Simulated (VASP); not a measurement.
A run of VASP 6.6.1 is set up as follows.

Contents of INCAR:

```
ALGO = Normal ; DIPOL = 0.5 0.5 0.302
EDIFF = 1E-6 ; ENCUT = 520
GGA = PE ; IDIPOL = 3
ISIF = 2 ; ISMEAR = 0
IVDW = 12 ; LASPH = T
LCHARG = F ; LDIPOL = T
LREAL = F ; LWAVE = F
NBANDS = 98 ; NELM = 60
PREC = Accurate ; SIGMA = 0.1
```

KPOINTS

```
k-points
0
Gamma
  5 5 1
```

POSCAR

```
SiW12
1.0
    5.6644156868      0.0000000000      0.0000000000
    0.0000000000      5.6644156868      0.0000000000
    0.0000000000      0.0000000000     21.1500668291
W Si
12 1
Direct
    0.2500000000      0.2500000000      0.1891246979
    0.2500000000      0.7500000000      0.1891246979
    0.7500000000      0.2500000000      0.1891246979
    0.7500000000      0.7500000000      0.1891246979
    0.0000000000      0.0000000000      0.2848852803
    0.0000000000      0.5000000000      0.2848852803
    0.5000000000      0.0000000000      0.2848852803
    0.5000000000      0.5000000000      0.2848852803
    0.2500000000      0.2500000000      0.3806166143
    0.2500000000      0.7500000000      0.3806166143
    0.7500000000      0.2500000000      0.3806166143
    0.7500000000      0.7500000000      0.3806166143
    0.3333333333      0.3333333333      0.5130039029
```

Potentials or basis: VASP PAW PBE potentials, release 64 (W_sv, Si).

Run with:

```bash
$ cat potpaw_PBE.64/W_sv/POTCAR potpaw_PBE.64/Si/POTCAR > POTCAR
$ mpirun -np 1 vasp_std > vasp.out
```

Estimate the dispersion energy per atom.

-0.397 eV.

What does it give for the largest force?

2.979 eV/Å.

Forces on the atoms (eV/Å):
```
W   -0.039 -0.039  0.270
W    0.020  0.047  0.048
W    0.047  0.020  0.048
W    0.008  0.008  0.057
W   -0.118 -0.118 -0.394
W   -0.188  0.200 -0.281
W    0.200 -0.188 -0.281
W    0.121  0.121 -0.190
W    0.187  0.187  2.305
W    0.037 -0.123  0.601
W   -0.123  0.037  0.601
W   -0.066 -0.066  0.195
Si  -0.085 -0.085 -2.977
```
